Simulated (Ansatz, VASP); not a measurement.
TiCo3: VASP beside Ansatz

POSCAR

```
TiCo3
1.0
    3.5872013979      0.0000000000      0.0000000000
    0.0000000000      3.5872013979      0.0000000000
    0.0000000000      0.0000000000      3.5872013979
Ti Co
1 3
Direct
    0.0000000000      0.0000000000      0.0000000000
    0.0000000000      0.5000000000      0.5000000000
    0.5000000000      0.0000000000      0.5000000000
    0.5000000000      0.5000000000      0.0000000000
```

File INCAR.step1:

```
PREC = Accurate ; ENCUT = 520
ISMEAR = 0 ; SIGMA = 0.15
LREAL = F ; LASPH = T
NELM = 150 ; ISPIN = 2
MAGMOM = -0.7 1.46 1.46 1.46 ; LMAXMIX = 4
NBANDS = 32 ; GGA = PE
ALGO = Normal ; EDIFF = 1E-4
LWAVE = T ; LCHARG = F
```

Contents of INCAR.step2:

```
PREC = Accurate ; ENCUT = 520
EDIFF = 1E-6 ; ISMEAR = 0
SIGMA = 0.15 ; LREAL = F
LASPH = T ; NELM = 150
ALGO = Normal ; ISIF = 2
LWAVE = F ; LCHARG = F
ISPIN = 2 ; MAGMOM = -0.7 1.46 1.46 1.46
LORBIT = 11 ; LMAXMIX = 4
METAGGA = R2SCAN ; LMIXTAU = T
NBANDS = 32 ; ISTART = 1
```

The input KPOINTS:

```
Automatic mesh
0
Gamma
  14 14 14
```

Input for Ansatz:

```yaml
crystal:
  lattice:
    - [3.5872013979, 0.0, 0.0]
    - [0.0, 3.5872013979, 0.0]
    - [0.0, 0.0, 3.5872013979]
  atoms:
    - { symbol: Ti, position: [0.0, 0.0, 0.0], spin: -0.7 }
    - { symbol: Co, position: [0.0, 0.5, 0.5], spin: 1.46 }
    - { symbol: Co, position: [0.5, 0.0, 0.5], spin: 1.46 }
    - { symbol: Co, position: [0.5, 0.5, 0.0], spin: 1.46 }
basis:
  ecutwfc: 500
kpoints:
  mp_grid: { grid: [14, 14, 14] }
hamiltonian:
  xc: r2scan
scf:
  occupations: { method: gaussian, width: 0.15 }
output:
  forces: true
  stress: true
  eigenvalues: true
  populations: true
  write_density: true
  write_potential: true
  elf: true
  volumetric_format: npy
magnetization:
  spin_polarized: true
```

Alike in both runs: task single point; functional r2SCAN; k mesh 14 × 14 × 14; occupations gaussian, width 0.15 eV; collinear spin.

|  | VASP | Ansatz |
| --- | --- | --- |
| version | VASP 6.6.1 | Ansatz 0.2.0 |
| potentials or method | VASP PAW PBE potentials, release 64 (Ti_sv, Co), cutoff 520 eV | scalar-relativistic, plane waves, PAW |
| valence electrons in the cell | 39 | 63 |

Ansatz gave:

- gap on the k mesh at the Fermi level (eV): none
- pressure (GPa): -0.2
- net moment per atom (μB): 0.70
- size of the moment on the site where the two differ most (μB): 1.32

**Question.** Which values does VASP return?

**Answer.** gap on the k mesh at the Fermi level (eV): none; pressure (GPa): -8.2; net moment per atom (μB): 0.00; size of the moment on the site where the two differ most (μB): 0.00.

The net moments are unlike, so the other rows may belong to different states. VASP's potentials were made for PBE, not for r2SCAN. Site moments also hang on the region over which each program counts them. A gap of «none» marks a metal or a gap that the smearing closes. VASP's potentials hold 39 valence electrons a cell and Ansatz's 63, so a difference there can come from the potentials and not from the codes. Ansatz's warnings: stability check not made.
